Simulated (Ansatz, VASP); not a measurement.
**One calculation of Mg2CdTe3, two programs**

```
Mg Cd Te
1.0
     4.61855    0.00000    0.00000
    -2.30927    3.99978    0.00000
     0.00000    0.00000   22.59112
Mg Cd Te
4 2 6
Direct
  0.33333 0.66667 0.66432
  0.33333 0.66667 0.99946
  0.66667 0.33333 0.16432
  0.66667 0.33333 0.49946
  0.33333 0.66667 0.33334
  0.66667 0.33333 0.83334
  0.33333 0.66667 0.12423
  0.33333 0.66667 0.45966
  0.33333 0.66667 0.78900
  0.66667 0.33333 0.28900
  0.66667 0.33333 0.62423
  0.66667 0.33333 0.95966
```

Alike in both runs: task relaxation of cell and atoms; functional PBE; k mesh 6 × 6 × 2; occupations gaussian, width 0.02 eV; no spin polarisation.

|  | VASP | Ansatz |
| --- | --- | --- |
| version | VASP 6.6.1 | Ansatz 0.2.0 |
| potentials or method | VASP PAW PBE potentials, release 64 (Mg, Cd, Te), cutoff 600 eV | scalar-relativistic, plane waves, PAW |
| valence electrons in the cell | 68 | 176 |

Ansatz gave:

```
gap on the k mesh at the Fermi level, each at its own relaxed structure (eV) : 1.49
relaxed volume (Å³/atom)                                                     : 35.09
relaxed length of the cell vector where the two differ most in proportion (Å)              : 22.647
```

Q: Estimate VASP's values.

A: gap on the k mesh at the Fermi level, each at its own relaxed structure (eV): 1.48; relaxed volume (Å³/atom): 35.10; relaxed length of the cell vector where the two differ most in proportion (Å): 22.659.

VASP's potentials hold 68 valence electrons a cell and Ansatz's 176, so a difference there can come from the potentials and not from the codes.

Spin-orbit coupling is off throughout.
